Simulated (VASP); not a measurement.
# SiC2 (P-3m1) in VASP: notebook

SiC2 is run at these levels: PBE+D3(BJ); tasks: single point, relaxation of cell and atoms.

All numbers are computed with VASP 6.6.1; they aren't measurements. Logs are shortened: lines on timing, memory, paths and dates and some standing lists are left out, and cuts for length are marked.

## (1) The cell of the first run

The structure is trigonal, space group P-3m1 (No. 164). Conventional cell: a = 2.821 Å, b = 2.821 Å, c = 4.851 Å, α = 90.00°, β = 90.00°, γ = 120.00°. Within 2.7 Å of Si (site symmetry -3m) lie 6 C at 2.00 Å. Within 2.7 Å of C (site symmetry 3m) lie 3 Si at 2.00 Å.

## (2) Single point, PBE+D3(BJ)

The input, INCAR:

```
PREC = Accurate
ENCUT = 520
EDIFF = 1E-7
ISMEAR = 0
SIGMA = 0.1
LREAL = False
LASPH = True
NELM = 80
ALGO = Normal
ISIF = 2
LWAVE = False
LCHARG = False
GGA = PE
IVDW = 12
NBANDS = 13
```

The input, KPOINTS:

```
Automatic mesh
0
Gamma
  6 6 4
```

The input, POSCAR:

```
SiC2
1.0
    2.8211258000      0.0000000000      0.0000000000
   -1.4105629000      2.4431666100      0.0000000000
    0.0000000000      0.0000000000      4.8512324000
Si C
1 2
Direct
    0.0000000000      0.0000000000      0.0000000000
    0.3333333300      0.6666666700      0.7604702700
    0.6666666700      0.3333333300      0.2395297300
```

Potentials or basis: VASP PAW PBE potentials, release 64 (Si, C).

The run is started by

```
> cat potpaw_PBE.64/Si/POTCAR potpaw_PBE.64/C/POTCAR > POTCAR
> mpirun -np 1 vasp_std > vasp.out
```

OUTCAR:

```text
PREC = Accurate
   ENCUT = 520
   EDIFF = 1E-7
   ISMEAR = 0
   LREAL = False
   LASPH = True
   NELM = 80
   ISIF = 2
   GGA = PE
   IVDW = 12
 IVDW          = 12

 ion  position               nearest neighbor table
   1  0.000  0.000  0.000-   2 2.00   3 2.00   2 2.00   3 2.00   3 2.00   2 2.00
   2  0.333  0.667  0.760-   1 2.00   1 2.00   1 2.00
   3  0.667  0.333  0.240-   1 2.00   1 2.00   1 2.00

  LATTYP: Found a hexagonal cell.
 ALAT       =     2.8211258000
 C/A-ratio  =     1.7196086754

  Lattice vectors:

 A1 = (   2.8211258000,   0.0000000000,   0.0000000000)
 A2 = (  -1.4105629000,   2.4431666100,   0.0000000000)
 A3 = (   0.0000000000,   0.0000000000,   4.8512324000)

Analysis of symmetry for initial positions (statically):
=====================================================================
 Subroutine PRICEL returns:
 Original cell was already a primitive cell.

 Routine SETGRP: Setting up the symmetry group for a
 hexagonal supercell.

 Subroutine GETGRP returns: Found 12 space group operations
 (whereof 12 operations were pure point group operations)
 out of a pool of 24 trial point group operations.

The static configuration has the point symmetry D_3d.

Analysis of symmetry for dynamics (positions and initial velocities):
=====================================================================
 Subroutine PRICEL returns:
 Original cell was already a primitive cell.

 Routine SETGRP: Setting up the symmetry group for a
 hexagonal supercell.

 Subroutine GETGRP returns: Found 12 space group operations
 (whereof 12 operations were pure point group operations)
 out of a pool of 24 trial point group operations.

The dynamic configuration has the point symmetry D_3d.

 Subroutine INISYM returns: Found 12 space group operations
 (whereof 12 operations are pure point group operations),
 and found     1 'primitive' translations

----------------------------------------------------------------------------------------

                                     Primitive cell

  volume of cell :      33.4370

  direct lattice vectors                    reciprocal lattice vectors
     2.821125800  0.000000000  0.000000000     0.354468418  0.204652437  0.000000000
    -1.410562900  2.443166610  0.000000000     0.000000000  0.409304873  0.000000000
     0.000000000  0.000000000  4.851232400     0.000000000  0.000000000  0.206133188

  length of vectors
     2.821125800  2.821125800  4.851232400     0.409304873  0.409304873  0.206133188

  position of ions in fractional coordinates (direct lattice)
[... 92 lines left out ...]
   NUPDOWN=      -1.0000    fix difference up-down
   EMIN   =  10.00;   EMAX   =-10.00  energy-range for DOS
   EFERMI =   0.00;   METHOD = LEGACY
   ISMEAR =     0;   SIGMA  =   0.10  broadening in eV -4-tet -1-fermi 0-gaus
   EFERMI_NEDOS =   21; number of points for ismear=-14 and -15
   IALGO  =     38    algorithm
   IMIX   =      4    mixing-type and parameters
     AMIX     =   0.40;   BMIX     =  1.00
     AMIX_MAG =   1.60;   BMIX_MAG =  1.00
  volume/ion in A,a.u.               =      11.15        75.21
  Fermi-wavevector in a.u.,A,eV,Ry     =   1.163392  2.198492 18.415223  1.353481
  Thomas-Fermi vector in A             =   2.299942
   LORBIT       =      0    0 simple, 1 ext, 2 COOP (PROOUT), +10 PAW based schemes
   GGA     = PE    functional components
   LHFCALC =     F    Hartree Fock is set to
   AEXX    =    0.0000 exact exchange contribution
   IVDW    =    12    specifies the selected vdW correction
   LEPSILON=     F    determine dielectric tensor
   LRPA    =     F    only Hartree local field effects (RPA)
 non-spin polarized calculation
 Gauss-broadening in eV      SIGMA  =   0.10
  energy-cutoff  :      520.00
  volume of cell :       33.44
 maximum number of plane-waves:       920
 NGX is ok and might be reduce to    24
   NGX = 11   NGY = 11   NGZ = 19

 number of electron      12.0000000 magnetization

 Free energy of the ion-electron system (eV)
  ---------------------------------------------------
  ext. energy  EPLUGINS =         0.00000000
  ---------------------------------------------------
  free energy    TOTEN  =       -16.80088850 eV

  energy without entropy =      -16.78594482  energy(sigma->0) =      -16.79341666

 E-fermi :   5.4541     XC(G=0): -10.7799

 val. band max:        5.4186568338   @ k =   0.1667  -0.0000   0.0000
 cond. band min:       5.4794935421   @ k =   0.0000   0.1667   0.2500
 fundamental gap:      0.0608367083
 Fermi energy:         5.4540688374

 k-point     1 :       0.0000    0.0000    0.0000
  band No.  band energies     occupation
      1     -10.6082      2.00000
      2      -5.4915      2.00000
      3       0.0070      2.00000
      4       6.4869      0.00000
      5       6.4869      0.00000
      6       7.1936      0.00000
      7       7.1936      0.00000
      8       7.4721      0.00000
      9      14.6809      0.00000
     10      15.0522      0.00000
     11      15.6718      0.00000
     12      15.6718      0.00000
     13      17.4990      0.00000
[... 354 lines left out ...]
  band No.  band energies     occupation
      1      -4.6225      2.00000
      2      -4.6225      2.00000
      3      -1.7511      2.00000
      4       1.1229      2.00000
      5       1.1229      2.00000
      6       1.5759      2.00000
      7       6.5078      0.00000
      8       6.5078      0.00000
      9      13.4986      0.00000
     10      15.2889      0.00000
     11      15.2889      0.00000
     12      17.7360      0.00000
     13      19.4209      0.00000

------------------------ aborting loop because EDIFF is reached ----------------------------------------

 Edisp (eV)   -0.72043

 E8    (eV) :    -0.2487

  FORCE on cell =-STRESS in cart. coord.  units (eV):
  Direction    XX          YY          ZZ          XY          YZ          ZX
  --------------------------------------------------------------------------------------
  -------------------------------------------------------------------------------------
  Total       0.80140     0.80140    -5.81548     0.00000     0.00000     0.00000
  in kB      38.40031    38.40031  -278.65589     0.00000     0.00000     0.00000
  external pressure =      -67.29 kB  Pullay stress =        0.00 kB

 VOLUME and BASIS-vectors are now :
 -----------------------------------------------------------------------------
  energy-cutoff  :      520.00
  volume of cell :       33.44
      direct lattice vectors                 reciprocal lattice vectors
     2.821125800  0.000000000  0.000000000     0.354468418  0.204652437  0.000000000
    -1.410562900  2.443166610  0.000000000     0.000000000  0.409304873  0.000000000
     0.000000000  0.000000000  4.851232400     0.000000000  0.000000000  0.206133188

 POSITION                                       TOTAL-FORCE (eV/Angst)
 -----------------------------------------------------------------------------------
      0.00000      0.00000      0.00000         0.000000      0.000000      0.000000
     -0.00000      1.62878      3.68922        -0.000000     -0.000000      0.908424
      1.41056      0.81439      1.16201        -0.000000      0.000000     -0.908424
 -----------------------------------------------------------------------------------
    total drift:                                0.000000     -0.000000     -0.000000

  FREE ENERGIE OF THE ION-ELECTRON SYSTEM (eV)
  ---------------------------------------------------
  free  energy   TOTEN  =       -17.5213228451 eV

  energy  without entropy=      -17.5063791701  energy(sigma->0) =      -17.51385101
```

stdout:

```text
POSCAR found type information on POSCAR SiC
 POSCAR found :  2 types and       3 ions
 scaLAPACK will be used
 LDA part: xc-table for (Slater+PW92), standard interpolation
 POSCAR, INCAR and KPOINTS ok, starting setup
 FFT: planning ... GRIDC
 FFT: planning ... GRID_SOFT
 FFT: planning ... GRID
 WAVECAR not read
 entering main loop
```

It took 9.6 s on 1 thread of Intel Xeon Platinum 8488C (Sapphire Rapids), shared host; peak memory 0.16 GiB.

Results:

* Free energy: -17.5213 eV
* Pressure: -6.7 GPa
* Largest force: 0.908 eV/Å
* Band gap on the k mesh: zero (band 6 reaches 7.19 eV, above the bottom of band 7 at 4.81 eV)
* Dispersion energy per atom: -0.240 eV

Forces in eV/Å, atoms in the order of the input:
```
Si   0.000  0.000  0.000
C    0.000  0.000  0.908
C    0.000  0.000 -0.908
```

Caveat: the k points lie up to 0.43 Å⁻¹ apart; pairwise dispersion overbinds metals, which lowers pressure and volume.

## (3) Relaxation of cell and atoms, PBE+D3(BJ)

The input, INCAR:

```
ALGO     = Normal         # electronic algorithm
EDIFF    = 1E-6           # SCF threshold, eV
EDIFFG   = -0.04          # ionic threshold
ENCUT    = 600            # plane-wave cutoff, eV
GGA      = PE             # functional
IBRION   = 2              # ionic algorithm
ISIF     = 3              # what is computed and relaxed
ISMEAR   = 0              # smearing method
IVDW     = 12             # dispersion correction
LASPH    = T              # aspherical terms in the spheres
LCHARG   = F              # write CHGCAR
LREAL    = F              # projectors in reciprocal space
LWAVE    = F              # write WAVECAR
NELM     = 100            # most SCF steps
NSW      = 90             # ionic steps
PREC     = Accurate       # precision mode
SIGMA    = 0.1            # smearing width, eV
```

The input, KPOINTS:

```
k-points
0
Gamma
  6 6 4
```

POSCAR is that of step 2.

Potentials or basis: VASP PAW PBE potentials, release 64 (Si, C).

The run is started by

```
> cat potpaw_PBE.64/Si/POTCAR potpaw_PBE.64/C/POTCAR > POTCAR
> mpirun -np 1 vasp_std > vasp.out
```

It took 4.3 min on 1 thread of Intel Xeon Platinum 8488C (Sapphire Rapids), shared host; peak memory 0.18 GiB.

It converged, with:

```
Free energy                            : -23.5086 eV
Relaxed volume                         : 11.78 Å³/atom
Relaxed cell                           : a = 2.468 Å, b = 2.468 Å, c = 6.699 Å, α = 90.00°, β = 90.00°, γ = 120.00°
Space group after relaxing (to 0.05 Å) : P6/mmm (No. 191)
Energy gained by relaxing              : 1995.5 meV/atom
Ionic steps                            : 56
Pressure after relaxing                : -0.1 GPa
Largest force after relaxing           : 0.031 eV/Å
Band gap on the k mesh                 : zero (band 6 reaches 6.17 eV, above the bottom of band 7 at 5.73 eV)
Dispersion energy per atom             : -0.220 eV
```

Forces in eV/Å, atoms in the order of the input:
```
Si   0.000  0.000  0.000
C    0.000  0.000  0.031
C    0.000  0.000 -0.031
```

Stress tensor (GPa, compression positive):
```
-0.13  0.00  0.00
 0.00 -0.13  0.00
 0.00  0.00  0.02
```

Step by step:
| step | energy change (eV) | largest force (eV/Å) | pressure (GPa) | volume (Å³) |
| --- | --- | --- | --- | --- |
| 1 | 0.0000 | 0.9096 | -6.82 | 33.44 |
| 3 | -0.7114 | 0.6304 | 12.77 | 30.01 |
| 5 | -0.7977 | 1.3322 | 20.33 | 28.96 |
| 7 | -1.1219 | 1.4408 | 8.30 | 29.44 |
| 9 | -1.1827 | 1.0788 | 1.79 | 29.89 |
| 11 | -1.2297 | 0.5483 | -7.49 | 30.77 |
| 13 | -1.3706 | 0.3689 | -6.47 | 28.88 |
| 15 | -1.4889 | 0.8648 | -1.88 | 25.85 |
| 17 | -1.8151 | 0.5386 | 8.73 | 23.01 |
| 19 | -1.8767 | 0.1743 | 2.09 | 23.66 |
| 21 | -1.8810 | 0.2209 | 0.54 | 23.79 |
| 23 | -1.8867 | 0.3117 | -2.62 | 24.05 |
| 25 | -1.9072 | 0.3173 | -0.89 | 23.80 |
| 27 | -1.9459 | 0.2148 | 12.01 | 22.67 |
| 29 | -2.0704 | 0.1771 | 32.32 | 21.62 |
| 31 | -0.6581 | 0.9035 | 200.24 | 17.34 |
| 33 | -2.3976 | 0.4389 | 74.24 | 20.23 |
| 35 | -3.2340 | 0.2627 | 43.16 | 21.85 |
| 37 | -4.0714 | 2.7609 | -20.08 | 29.05 |
| 39 | -4.4089 | 2.4484 | -13.44 | 27.93 |
| 41 | -5.3245 | 0.3731 | 42.51 | 27.88 |
| 43 | -5.4754 | 0.9894 | 28.69 | 28.00 |
| 45 | -5.8291 | 1.4694 | 11.52 | 32.19 |
| 47 | -5.9237 | 0.7342 | 3.37 | 32.92 |
| 49 | -5.9515 | 0.1916 | 0.28 | 33.53 |
| 51 | -5.9704 | 0.2203 | 1.50 | 33.95 |
| 53 | -5.9861 | 0.0531 | 0.56 | 35.19 |
| 55 | -5.9861 | 0.0025 | -0.67 | 35.43 |
| 56 | -5.9864 | 0.0311 | -0.08 | 35.33 |

Final structure:
```yaml
crystal:
  lattice:
    - [2.46755, 0.00000, 0.00000]
    - [-1.23378, 2.13696, 0.00000]
    - [0.00000, 0.00000, 6.69946]
  atoms:
    - { symbol: Si, position: [0.00000, 0.00000, 0.00000] }
    - { symbol: C, position: [0.33333, 0.66667, 0.49985] }
    - { symbol: C, position: [0.66667, 0.33333, 0.50015] }
```

Levels at points of the mesh, in eV from the Fermi level:
```csv
k point,band 4,band 5,band 6,band 7,band 8,band 9
"(0.00, 0.00, 0.00)",-3.05,-3.05,-2.79,3.71,8.29,8.29
"(0.50, 0.00, 0.00)",-5.23,-4.25,-2.48,0.94,4.03,5.44
"(0.00, 0.00, 0.50)",-3.77,-3.05,-3.05,6.04,8.30,8.30
"(0.50, 0.00, 0.50)",-5.31,-4.30,-2.27,1.72,2.93,4.79
```

Caveat: the k points lie up to 0.49 Å⁻¹ apart in the final cell; pairwise dispersion overbinds metals, which lowers pressure and volume.
